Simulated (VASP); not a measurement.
# Gd (P6_3/mmc) in VASP: single point with PBE+U

Aim: the single point of Gd with PBE+U.

All numbers are computed with VASP 6.6.1; they aren't measurements. Logs are shortened: lines on timing, memory, paths and dates and some standing lists are left out, and cuts for length are marked.

### Step 1. The cell of the first run

Symmetry: P6_3/mmc, No. 194, hexagonal system. The conventional cell has a = 3.636 Å, b = 3.636 Å, c = 5.783 Å, α = 90.00°, β = 90.00°, γ = 120.00°. Gd (site symmetry -6m2) has 12 Gd at 3.57 to 3.64 Å within 4.7 Å.

### Step 2. Single point, PBE+U, collinear spin, ferromagnetic start

INCAR reads:

```
PREC     = Accurate       # precision mode
ENCUT    = 520            # plane-wave cutoff, eV
EDIFF    = 1E-6           # SCF threshold, eV
ISMEAR   = 0              # smearing method
SIGMA    = 0.1            # smearing width, eV
LREAL    = F              # projectors in reciprocal space
LASPH    = T              # aspherical terms in the spheres
NELM     = 150            # most SCF steps
ALGO     = Fast           # electronic algorithm
ISIF     = 2              # what is computed and relaxed
LWAVE    = F              # write WAVECAR
LCHARG   = F              # write CHGCAR
ISPIN    = 2              # spin polarisation
MAGMOM   = 7 7            # initial moments
LORBIT   = 11             # projections on sites
LMAXMIX  = 6              # l up to which the mixer works
LDAU     = T              # DFT+U
LDAUTYPE = 2            
LDAUL    = 3              # shell
LDAUU    = 4              # U, eV
LDAUJ    = 0            
LDAUPRINT= 1            
GGA      = PE             # functional
NBANDS   = 29             # bands
```

KPOINTS reads:

```
Automatic mesh
0
Gamma
  6 6 4
```

POSCAR reads:

```
Gd
1.0
    3.6360000000      0.0000000000      0.0000000000
   -1.8180000000      3.1488683680      0.0000000000
    0.0000000000      0.0000000000      5.7826000000
Gd
2
Direct
    0.3333333330      0.6666666670      0.2500000000
    0.6666666670      0.3333333330      0.7500000000
```

Potentials or basis: VASP PAW PBE potentials, release 64 (Gd).

Command:

```
> cat potpaw_PBE.64/Gd/POTCAR > POTCAR
> mpirun -np 1 vasp_std > vasp.out
```

OUTCAR:

```text
PREC = Accurate
   ENCUT = 520
   EDIFF = 1E-6
   ISMEAR = 0
   LREAL = F
   LASPH = T
   NELM = 150
   ISIF = 2
   ISPIN = 2
   LORBIT = 11
   GGA = PE

 ion  position               nearest neighbor table
   1  0.333  0.667  0.250-
   2  0.667  0.333  0.750-

  LATTYP: Found a hexagonal cell.
 ALAT       =     3.6360000000
 C/A-ratio  =     1.5903740374

  Lattice vectors:

 A1 = (   3.6360000000,   0.0000000000,   0.0000000000)
 A2 = (  -1.8180000000,   3.1488683680,   0.0000000000)
 A3 = (   0.0000000000,   0.0000000000,   5.7826000000)

Analysis of symmetry for initial positions (statically):
=====================================================================
 Subroutine PRICEL returns:
 Original cell was already a primitive cell.

 Routine SETGRP: Setting up the symmetry group for a
 hexagonal supercell.

 Subroutine GETGRP returns: Found 24 space group operations
 (whereof 12 operations were pure point group operations)
 out of a pool of 24 trial point group operations.

The static configuration has the point symmetry D_3d.
 The point group associated with its full space group is D_6h.

Analysis of symmetry for dynamics (positions and initial velocities):
=====================================================================
 Subroutine PRICEL returns:
 Original cell was already a primitive cell.

 Routine SETGRP: Setting up the symmetry group for a
 hexagonal supercell.

 Subroutine GETGRP returns: Found 24 space group operations
 (whereof 12 operations were pure point group operations)
 out of a pool of 24 trial point group operations.

The dynamic configuration has the point symmetry D_3d.
 The point group associated with its full space group is D_6h.

Analysis of structural, dynamic, and magnetic symmetry:
=====================================================================
 Subroutine PRICEL returns:
 Original cell was already a primitive cell.

 Routine SETGRP: Setting up the symmetry group for a
 hexagonal supercell.

 Subroutine GETGRP returns: Found 24 space group operations
 (whereof 12 operations were pure point group operations)
 out of a pool of 24 trial point group operations.

The overall configuration has the point symmetry D_3d.
 The point group associated with its full space group is D_6h.

 Subroutine INISYM returns: Found 24 space group operations
 (whereof 12 operations are pure point group operations),
 and found     1 'primitive' translations

----------------------------------------------------------------------------------------

                                     Primitive cell

  volume of cell :      66.2066

  direct lattice vectors                    reciprocal lattice vectors
[... 167 lines left out ...]

atom =   2  type =  1  l = 3

 onsite density matrix

spin component  1

  0.9900 -0.0000 -0.0000 -0.0000 -0.0000  0.0000 -0.0000
 -0.0000  0.9893  0.0000  0.0000  0.0000  0.0000 -0.0000
 -0.0000  0.0000  0.9890  0.0000 -0.0000 -0.0000  0.0000
 -0.0000  0.0000  0.0000  0.9901 -0.0000 -0.0000  0.0000
 -0.0000  0.0000 -0.0000 -0.0000  0.9890 -0.0000 -0.0000
  0.0000  0.0000 -0.0000 -0.0000 -0.0000  0.9893  0.0000
 -0.0000 -0.0000  0.0000  0.0000 -0.0000  0.0000  0.9889

spin component  2

  0.0011  0.0000 -0.0000 -0.0000  0.0000 -0.0000 -0.0000
  0.0000  0.0019 -0.0000 -0.0000 -0.0000 -0.0000 -0.0000
 -0.0000 -0.0000  0.0009  0.0000  0.0000  0.0000  0.0000
 -0.0000 -0.0000  0.0000  0.0008  0.0000 -0.0000 -0.0000
  0.0000 -0.0000  0.0000  0.0000  0.0009  0.0000 -0.0000
 -0.0000 -0.0000  0.0000 -0.0000  0.0000  0.0019 -0.0000
 -0.0000 -0.0000  0.0000 -0.0000 -0.0000 -0.0000  0.0008

 occupancies and eigenvectors

  o =  0.0008  v =  0.0000  0.0000  0.0000  0.0000  0.0000  0.0000  0.0000 -0.0000 -0.0000  0.0000 -0.0000 -0.0000 -0.0000 -1.0000      0.0000  0.0000  0.0000  0.0000  0.0000  0.0000  0.0000  0.0000  0.0000  0.0000  0.0000  0.0000  0.0000  0.0000
  o =  0.0008  v =  0.0000  0.0000  0.0000  0.0000  0.0000  0.0000  0.0000  0.0000  0.0000 -0.0000  1.0000 -0.0000  0.0000 -0.0000      0.0000  0.0000  0.0000  0.0000  0.0000  0.0000  0.0000  0.0000  0.0000  0.0000  0.0000  0.0000  0.0000  0.0000
  o =  0.0009  v =  0.0000  0.0000  0.0000  0.0000  0.0000  0.0000  0.0000  0.0000  0.0000  1.0000  0.0000 -0.0001 -0.0000  0.0000      0.0000  0.0000  0.0000  0.0000  0.0000  0.0000  0.0000  0.0000  0.0000  0.0000  0.0000  0.0000  0.0000  0.0000
  o =  0.0009  v =  0.0000  0.0000  0.0000  0.0000  0.0000  0.0000  0.0000  0.0000 -0.0000 -0.0001 -0.0000 -1.0000  0.0000  0.0000      0.0000  0.0000  0.0000  0.0000  0.0000  0.0000  0.0000  0.0000  0.0000  0.0000  0.0000  0.0000  0.0000  0.0000
  o =  0.0011  v =  0.0000  0.0000  0.0000  0.0000  0.0000  0.0000  0.0000 -1.0000  0.0000  0.0000  0.0000 -0.0000 -0.0000  0.0000      0.0000  0.0000  0.0000  0.0000  0.0000  0.0000  0.0000  0.0000  0.0000  0.0000  0.0000  0.0000  0.0000  0.0000
  o =  0.0019  v =  0.0000  0.0000  0.0000  0.0000  0.0000  0.0000  0.0000  0.0000 -0.0001 -0.0000  0.0000 -0.0000 -1.0000  0.0000      0.0000  0.0000  0.0000  0.0000  0.0000  0.0000  0.0000  0.0000  0.0000  0.0000  0.0000  0.0000  0.0000  0.0000
  o =  0.0019  v =  0.0000  0.0000  0.0000  0.0000  0.0000  0.0000  0.0000  0.0000  1.0000 -0.0000 -0.0000 -0.0000 -0.0001 -0.0000      0.0000  0.0000  0.0000  0.0000  0.0000  0.0000  0.0000  0.0000  0.0000  0.0000  0.0000  0.0000  0.0000  0.0000
  o =  0.9889  v = -0.0000 -0.0000  0.0000  0.0000 -0.0000  0.0000 -1.0000  0.0000  0.0000  0.0000  0.0000  0.0000  0.0000  0.0000      0.0000  0.0000  0.0000  0.0000  0.0000  0.0000  0.0000  0.0000  0.0000  0.0000  0.0000  0.0000  0.0000  0.0000
  o =  0.9890  v =  0.0000  0.0000  1.0000 -0.0000  0.0000  0.0000  0.0000  0.0000  0.0000  0.0000  0.0000  0.0000  0.0000  0.0000      0.0000  0.0000  0.0000  0.0000  0.0000  0.0000  0.0000  0.0000  0.0000  0.0000  0.0000  0.0000  0.0000  0.0000
  o =  0.9890  v =  0.0000 -0.0000 -0.0000  0.0000  1.0000 -0.0000 -0.0000  0.0000  0.0000  0.0000  0.0000  0.0000  0.0000  0.0000      0.0000  0.0000  0.0000  0.0000  0.0000  0.0000  0.0000  0.0000  0.0000  0.0000  0.0000  0.0000  0.0000  0.0000
  o =  0.9893  v =  0.0000  1.0000 -0.0000 -0.0000  0.0000 -0.0010 -0.0000  0.0000  0.0000  0.0000  0.0000  0.0000  0.0000  0.0000      0.0000  0.0000  0.0000  0.0000  0.0000  0.0000  0.0000  0.0000  0.0000  0.0000  0.0000  0.0000  0.0000  0.0000
  o =  0.9893  v =  0.0000 -0.0010  0.0000 -0.0000 -0.0000 -1.0000 -0.0000  0.0000  0.0000  0.0000  0.0000  0.0000  0.0000  0.0000      0.0000  0.0000  0.0000  0.0000  0.0000  0.0000  0.0000  0.0000  0.0000  0.0000  0.0000  0.0000  0.0000  0.0000
  o =  0.9900  v =  1.0000 -0.0000 -0.0000 -0.0000 -0.0000  0.0000 -0.0000  0.0000  0.0000  0.0000  0.0000  0.0000  0.0000  0.0000      0.0000  0.0000  0.0000  0.0000  0.0000  0.0000  0.0000  0.0000  0.0000  0.0000  0.0000  0.0000  0.0000  0.0000
  o =  0.9901  v =  0.0000  0.0000  0.0000  1.0000 -0.0000 -0.0000  0.0000  0.0000  0.0000  0.0000  0.0000  0.0000  0.0000  0.0000      0.0000  0.0000  0.0000  0.0000  0.0000  0.0000  0.0000  0.0000  0.0000  0.0000  0.0000  0.0000  0.0000  0.0000

 number of electron      36.0000005 magnetization      15.5873601

 Free energy of the ion-electron system (eV)
  ---------------------------------------------------
  ext. energy  EPLUGINS =         0.00000000
  ---------------------------------------------------
  free energy    TOTEN  =       -22.98910378 eV

  energy without entropy =      -22.97719948  energy(sigma->0) =      -22.98315163

 E-fermi :   3.0673     XC(G=0):  -9.9737

 val. band max:        3.0468133087   @ k =   0.1667   0.1667   0.0000
 cond. band min:       3.0984049529   @ k =   0.3333  -0.0000   0.2500
 fundamental gap:      0.0515916442
 Fermi energy:         3.0672950036

 spin component 1

 k-point     1 :       0.0000    0.0000    0.0000
  band No.  band energies     occupation
      1     -42.5114      1.00000
      2     -42.4433      1.00000
      3     -20.2104      1.00000
      4     -19.6086      1.00000
      5     -19.6086      1.00000
      6     -19.5036      1.00000
[... 661 lines left out ...]
     28       3.0241      0.72943
     29       5.3665      0.00000
 Fermi energy:         3.0672950036

 spin component 2

 k-point     1 :       0.0000    0.0000    0.0000
  band No.  band energies     occupation
      1     -39.2148      1.00000
      2     -39.1290      1.00000
      3     -17.9229      1.00000
      4     -17.1822      1.00000
      5     -17.1822      1.00000
      6     -17.0585      1.00000
[... 661 lines left out ...]
     28       5.4906      0.00000
     29       8.0025      0.00000

------------------------ aborting loop because EDIFF is reached ----------------------------------------

  FORCE on cell =-STRESS in cart. coord.  units (eV):
  Direction    XX          YY          ZZ          XY          YZ          ZX
  --------------------------------------------------------------------------------------
  -------------------------------------------------------------------------------------
  Total        0.5501255      0.5501255      0.7874953      0.0000000      0.0000000      0.0000000
  in kB       13.3128433     13.3128433     19.0571101      0.0000000      0.0000000      0.0000000
  external PRESSURE =      15.2275989 kB  Pullay stress =       0.0000000 kB

 VOLUME and BASIS-vectors are now :
 -----------------------------------------------------------------------------
  energy-cutoff  :      520.00
  volume of cell :       66.21
      direct lattice vectors                 reciprocal lattice vectors
     3.636000000  0.000000000  0.000000000     0.275027503  0.158787203  0.000000000
    -1.818000000  3.148868368  0.000000000     0.000000000  0.317574406  0.000000000
     0.000000000  0.000000000  5.782600000     0.000000000  0.000000000  0.172932591

 POSITION                                       TOTAL-FORCE (eV/Angst)
 -----------------------------------------------------------------------------------
     -0.00000      2.09925      1.44565         0.000000      0.000000      0.000000
      1.81800      1.04962      4.33695        -0.000000     -0.000000      0.000000
 -----------------------------------------------------------------------------------
    total drift:                               -0.000001      0.000001     -0.000000

  FREE ENERGIE OF THE ION-ELECTRON SYSTEM (eV)
  ---------------------------------------------------
  free  energy   TOTEN  =       -22.9891037818 eV

  energy  without entropy=      -22.9771994848  energy(sigma->0) =      -22.98315163

 total charge

# of ion       s       p       d       f       tot
--------------------------------------------------
    1        2.074   5.571   0.600   6.929  15.174
    2        2.074   5.571   0.600   6.929  15.174
--------------------------------------------------
tot          4.149  11.142   1.201  13.857  30.349

 magnetization (x)

# of ion       s       p       d       f       tot
--------------------------------------------------
    1        0.004  -0.054   0.246   6.912   7.108
    2        0.004  -0.054   0.246   6.912   7.108
--------------------------------------------------
tot          0.008  -0.109   0.493  13.824  14.215
```

Run time: 13 min. Hardware: 1 thread of Intel Xeon Platinum 8259CL at 2.50GHz (Skylake/Cascade Lake), shared host; peak memory 0.26 GiB.

Results:

| Item | Value |
| --- | --- |
| Free energy | -22.9891 eV |
| Pressure | 1.5 GPa |
| Net moment | 15.59 μB per cell |
| Site moments | Gd +7.11 μB |
| Valence electrons inside the program's atomic spheres | Gd 15.17 |

Levels at points of the mesh, in eV from the Fermi level:
Spin up:
```csv
k point,band 23,band 24,band 25,band 26,band 27,band 28,band 29
"(0.00, 0.00, 0.00)",-5.21,-2.65,0.90,1.17,1.17,1.33,1.79
"(0.50, 0.00, 0.00)",-2.32,-1.89,-1.43,-0.26,0.92,0.93,1.63
"(0.00, 0.00, 0.50)",-3.72,-3.72,0.31,0.31,1.09,1.09,1.09
"(0.50, 0.00, 0.50)",-2.30,-2.30,-0.63,-0.63,1.31,1.31,2.39
```
Spin down:
```
           k point  band 6  band 7  band 8  band 9  band 10  band 11  band 12  band 13  band 14  band 15
(0.00, 0.00, 0.00)  -20.13  -20.13  -20.12   -4.25    -1.49     1.59     1.81     1.99     2.02     2.02
(0.50, 0.00, 0.00)  -20.43  -20.33  -20.22   -1.12    -0.98    -0.64     0.85     1.73     1.92     1.95
(0.00, 0.00, 0.50)  -20.19  -20.19  -20.19   -2.70    -2.70     1.22     1.22     1.99     1.99     2.07
(0.50, 0.00, 0.50)  -20.33  -20.33  -20.33   -1.43    -1.43     0.52     0.52     1.74     1.74     2.08
```

Eigenvalues of the final occupation matrices:
```
    site  spin  trace                         eigenvalues
site 1 f     1   6.93  0.99 0.99 0.99 0.99 0.99 0.99 0.99
site 1 f     2   0.01  0.00 0.00 0.00 0.00 0.00 0.00 0.00
site 2 f     1   6.93  0.99 0.99 0.99 0.99 0.99 0.99 0.99
site 2 f     2   0.01  0.00 0.00 0.00 0.00 0.00 0.00 0.00
```

Caveat: spin-orbit coupling is left out, which moves the levels of the heavy elements.
